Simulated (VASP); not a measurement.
# BAs (F-43m) in VASP: notebook, part 2 of 2

VASP 6.6.1. Earlier steps stand in the parts before.

### Step 4. Single point, r2SCAN (strain +0.040 along x and y, +0.040 along z)

POSCAR

```
BAs
1.0
    0.0000000000      2.4875938840      2.4875938840
    2.4875938840      0.0000000000      2.4875938840
    2.4875938840      2.4875938840      0.0000000000
B As
1 1
Direct
    0.0000000000      0.0000000000      0.0000000000
    0.7500000000      0.7500000000      0.7500000000
```

INCAR.step1

```
SYSTEM = BAs
  ALGO = Normal
  EDIFF = 1E-4
  ENCUT = 520
  GGA = PE
  ISMEAR = 0
  LASPH = .TRUE.
  LCHARG = .FALSE.
  LREAL = .FALSE.
  LWAVE = .TRUE.
  NBANDS = 11
  NELM = 100
  PREC = Accurate
  SIGMA = 0.05
```

INCAR.step2

```
SYSTEM = BAs
  ALGO = Normal
  EDIFF = 1E-6
  ENCUT = 520
  ISIF = 2
  ISMEAR = 0
  ISTART = 1
  LASPH = .TRUE.
  LCHARG = .FALSE.
  LMIXTAU = .TRUE.
  LREAL = .FALSE.
  LWAVE = .FALSE.
  METAGGA = R2SCAN
  NBANDS = 11
  NELM = 100
  PREC = Accurate
  SIGMA = 0.05
```

KPOINTS

```
k-points
0
G
  10 10 10
  0 0 0
```

Potentials or basis: VASP PAW PBE potentials, release 64 (B, As).

Run with:

```console
cat potpaw_PBE.64/B/POTCAR potpaw_PBE.64/As/POTCAR > POTCAR
cp INCAR.step1 INCAR
mpirun -np 1 vasp_std > vasp.out
cp INCAR.step2 INCAR
mpirun -np 1 vasp_std > vasp.out
```

OUTCAR:

```text
SYSTEM = BAs
   EDIFF = 1E-6
   ENCUT = 520
   ISIF = 2
   ISMEAR = 0
   ISTART = 1
   LASPH = .TRUE.
   LREAL = .FALSE.
   METAGGA = R2SCAN
   NELM = 100
   PREC = Accurate

 ion  position               nearest neighbor table
   1  0.000  0.000  0.000-   2 2.15   2 2.15   2 2.15   2 2.15
   2  0.750  0.750  0.750-   1 2.15   1 2.15   1 2.15   1 2.15

  LATTYP: Found a face centered cubic cell.
 ALAT       =     4.9751877680

  Lattice vectors:

[... 523 lines left out ...]

------------------------ aborting loop because EDIFF is reached ----------------------------------------

  FORCE on cell =-STRESS in cart. coord.  units (eV):
  Direction    XX          YY          ZZ          XY          YZ          ZX
  --------------------------------------------------------------------------------------
  -------------------------------------------------------------------------------------
  Total       -2.4886461     -2.4886461     -2.4886461      0.0000000      0.0000000      0.0000000
  in kB     -129.5105937   -129.5105937   -129.5105937      0.0000000      0.0000000      0.0000000
  external PRESSURE =    -129.5105937 kB  Pullay stress =       0.0000000 kB

 VOLUME and BASIS-vectors are now :
 -----------------------------------------------------------------------------
  energy-cutoff  :      520.00
  volume of cell :       30.79
      direct lattice vectors                 reciprocal lattice vectors
     0.000000000  2.487593884  2.487593884    -0.200997439  0.200997439  0.200997439
     2.487593884  0.000000000  2.487593884     0.200997439 -0.200997439  0.200997439
     2.487593884  2.487593884  0.000000000     0.200997439  0.200997439 -0.200997439

 POSITION                                       TOTAL-FORCE (eV/Angst)
 -----------------------------------------------------------------------------------
      0.00000      0.00000      0.00000        -0.000000     -0.000000     -0.000000
      3.73139      3.73139      3.73139         0.000000      0.000000      0.000000
 -----------------------------------------------------------------------------------
    total drift:                               -0.000000     -0.000000     -0.000000

  FREE ENERGIE OF THE ION-ELECTRON SYSTEM (eV)
  ---------------------------------------------------
  free  energy   TOTEN  =       -22.1064017989 eV

  energy  without entropy=      -22.1064017989  energy(sigma->0) =      -22.10640180
```

Run time: 47 s. Hardware: 1 thread of AMD EPYC 9R45 (Zen 5), shared host; peak memory 0.14 GiB.

Results:

| Property | Result |
| --- | --- |
| Free energy | -22.1064 eV |
| Pressure | -13.0 GPa |
| Band gap on the k mesh | 1.49 eV (least direct gap 3.32 eV) |

Caveat: the cell differs from its parent crystal (strain +0.040 along x and y, +0.040 along z); the cell stands under tension; the PAW data sets were made with another functional, which shifts forces and pressure a little.

### Step 5. Single point, r2SCAN (strain +0.080 along x and y, +0.080 along z)

POSCAR

```
BAs
1.0
    0.0000000000      2.5832705719      2.5832705719
    2.5832705719      0.0000000000      2.5832705719
    2.5832705719      2.5832705719      0.0000000000
B As
1 1
Direct
    0.0000000000      0.0000000000      0.0000000000
    0.7500000000      0.7500000000      0.7500000000
```

INCAR.step1

```
SYSTEM = BAs
PREC = Accurate
ENCUT = 520
ISMEAR = 0
SIGMA = 0.05
LREAL = .FALSE.
LASPH = .TRUE.
NELM = 80
NBANDS = 11
GGA = PE
ALGO = Normal
EDIFF = 1E-4
LWAVE = .TRUE.
LCHARG = .FALSE.
```

INCAR.step2

```
SYSTEM = BAs
PREC = Accurate
ENCUT = 520
EDIFF = 1E-6
ISMEAR = 0
SIGMA = 0.05
LREAL = .FALSE.
LASPH = .TRUE.
NELM = 80
ALGO = Normal
ISIF = 2
LWAVE = .FALSE.
LCHARG = .FALSE.
METAGGA = R2SCAN
LMIXTAU = .TRUE.
NBANDS = 11
ISTART = 1
```

KPOINTS

```
Automatic mesh
0
G
  10 10 10
  0 0 0
```

Run with:

```console
cat potpaw_PBE.64/B/POTCAR potpaw_PBE.64/As/POTCAR > POTCAR
cp INCAR.step1 INCAR
mpirun -np 1 vasp_std > vasp.out
cp INCAR.step2 INCAR
mpirun -np 1 vasp_std > vasp.out
```

It took 46 s on 1 thread of AMD EPYC 9R45 (Zen 5), shared host; peak memory 0.14 GiB.

Results (log left out):

| Property | Result |
| --- | --- |
| Free energy | -21.7163 eV |
| Pressure | -20.1 GPa |
| Band gap on the k mesh | 1.57 eV (least direct gap 2.25 eV) |

Levels at points of the mesh, in eV from the valence-band top:
| k point | band 1 | band 2 | band 3 | band 4 | band 5 | band 6 | band 7 | band 8 | band 9 |
| --- | --- | --- | --- | --- | --- | --- | --- | --- | --- |
| (0.00, 0.00, 0.00) | -14.15 | 0.00 | 0.00 | 0.00 | 2.25 | 3.21 | 3.21 | 3.21 | 9.22 |
| (0.50, 0.00, 0.00) | -11.93 | -7.67 | -1.53 | -1.53 | 1.69 | 4.77 | 4.77 | 8.88 | 11.95 |
| (0.50, 0.50, 0.00) | -10.88 | -7.82 | -3.36 | -3.36 | 1.82 | 1.86 | 9.96 | 9.96 | 11.83 |

Caveat: the cell differs from its parent crystal (strain +0.080 along x and y, +0.080 along z); the cell stands under tension; the PAW data sets were made with another functional, which shifts forces and pressure a little. A k mesh can miss the band edges.

### Step 6. Overview

| cell | gap on the mesh (eV) | pressure (GPa) |
| --- | --- | --- |
| a = 3.112 Å, angles 60.0°, 2 atoms | 1.08 | 59.4 |
| a = 3.247 Å, angles 60.0°, 2 atoms | 1.24 | 22.7 |
| a = 3.518 Å, angles 60.0°, 2 atoms | 1.49 | -13.0 |
| a = 3.653 Å, angles 60.0°, 2 atoms | 1.57 | -20.1 |

Alike in all rows: task single point; level r2SCAN; potentials or basis VASP PAW PBE potentials, release 64 (B, As); no spin polarisation; k mesh 10 × 10 × 10; cutoff (eV) 520; smearing gaussian 0.05 eV.

Caveats: the PAW data sets were made with another functional, which shifts forces and pressure a little; the cell stands under pressure (at least some runs); the cell stands under tension (at least some runs).

Absolute energies hang on the potentials; compare differences alone.
